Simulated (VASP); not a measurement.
Crystal: Zn5Cd2Te.

```
Zn Cd Te
1.0
     4.55000    0.00000    0.00000
    -2.27500    3.94042    0.00000
     0.00000    0.00000    8.30000
Zn Cd Te
5 2 1
Direct
  0.66667 0.66667 0.39000
  0.00000 0.33333 0.39000
  0.33333 0.00000 0.39000
  0.00000 0.00000 0.68000
  0.66667 0.33333 0.10000
  0.66667 0.33333 0.68000
  0.33333 0.66667 0.68000
  0.00000 0.00000 0.00000
```

* Program: VASP 6.6.1
* Task: relaxation of cell and atoms
* Functional: PBE
* Potentials or basis: VASP PAW PBE potentials, release 64 (Zn, Cd, Te)
* Cutoff: 600 eV
* k mesh: 4 × 4 × 2
* Occupations: gaussian, width 0.2 eV
* Spin: no spin polarisation

At the start: pressure 12.1 GPa; volume 18.60 Å³/atom.

Task: Where does the relaxation end?

Result: Over 18 steps the energy falls by 139.5 meV/atom and the volume is 22.38 Å³/atom (+20.3 %); space group P3 (No. 143, to 0.1 Å) before and after.

The path:
```tsv
step	energy change (eV)	largest force (eV/Å)	pressure (GPa)	volume (Å³)
1	0.0000	1.0376	12.08	148.81
2	-0.8698	0.4914	-1.52	181.10
3	-0.8966	0.5539	-0.06	175.05
4	-0.8966	0.5478	-0.20	175.61
5	-0.9428	0.4832	-0.15	175.91
6	-1.0196	0.3293	0.19	176.65
7	-1.0212	0.3033	0.33	176.77
8	-1.0470	0.2460	-0.27	178.94
9	-1.0622	0.1996	-1.46	184.09
10	-1.0639	0.2023	-1.17	182.81
11	-1.0788	0.2001	-0.99	182.07
12	-1.1061	0.1815	-0.30	179.85
13	-1.1081	0.1631	0.06	178.87
14	-1.1083	0.1686	-0.03	179.10
15	-1.1105	0.1523	0.06	178.98
16	-1.1140	0.1083	0.21	178.65
17	-1.1144	0.0883	0.34	178.50
18	-1.1160	0.0708	0.17	179.00
```

Final structure:
```xyz
8
Lattice="4.7475 0.0000 0.0000 -2.3738 4.1115 0.0000 0.0000 0.0000 9.1704" Properties=species:S:1:pos:R:3 pbc="T T T"
Zn    1.5699    2.8070    3.4346
Zn   -0.7278    1.3484    3.4346
Zn   -0.8421    4.0676    3.4346
Zn    0.0000    0.0000    6.1531
Zn    2.3738    1.3705    1.1596
Cd    2.3738    1.3705    6.1353
Cd    0.0000    2.7410    6.1751
Te    0.0000    0.0000    0.4272
```

Caveat: the k points lie up to 0.38 Å⁻¹ apart in the final cell, too coarse for converged energies and pressures of a metal; the volume moved by over 15 % at a fixed basis, so the end points are rough; the relaxation stopped at a loose force limit of 0.08 eV/Å, so its end isn't a converged minimum.
